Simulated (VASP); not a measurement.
Input of a VASP 6.6.1 run:

File INCAR:

```
PREC = Accurate
ENCUT = 520
EDIFF = 1E-6
ISMEAR = -1
SIGMA = 0.15
LREAL = False
LASPH = True
NELM = 80
ALGO = Normal
ISIF = 2
LWAVE = False
LCHARG = False
GGA = PE
NBANDS = 21
```

Contents of KPOINTS:

```
Automatic mesh
0
Gamma
  12 12 7
```

POSCAR

```
Ru
1.0
    2.7414067149      0.0000000000      0.0000000000
   -1.3707033574      2.3741283257      0.0000000000
    0.0000000000      0.0000000000      4.3382472512
Ru
2
Direct
    0.3333333333      0.6666666667      0.2500000000
    0.6666666667      0.3333333333      0.7500000000
```

Potentials or basis: VASP PAW PBE potentials, release 64 (Ru_pv).

Run with:

```console
$ cat potpaw_PBE.64/Ru_pv/POTCAR > POTCAR
$ mpirun -np 1 vasp_std > vasp.out
```

Predict the band gap on the k mesh.

zero (band 14 reaches 13.47 eV, above the bottom of band 15 at 10.69 eV).

Estimate the pressure.

-7.1 GPa.

Stress tensor (GPa, compression positive):
```
-6.75  0.00  0.00
 0.00 -6.75  0.00
 0.00  0.00 -7.71
```
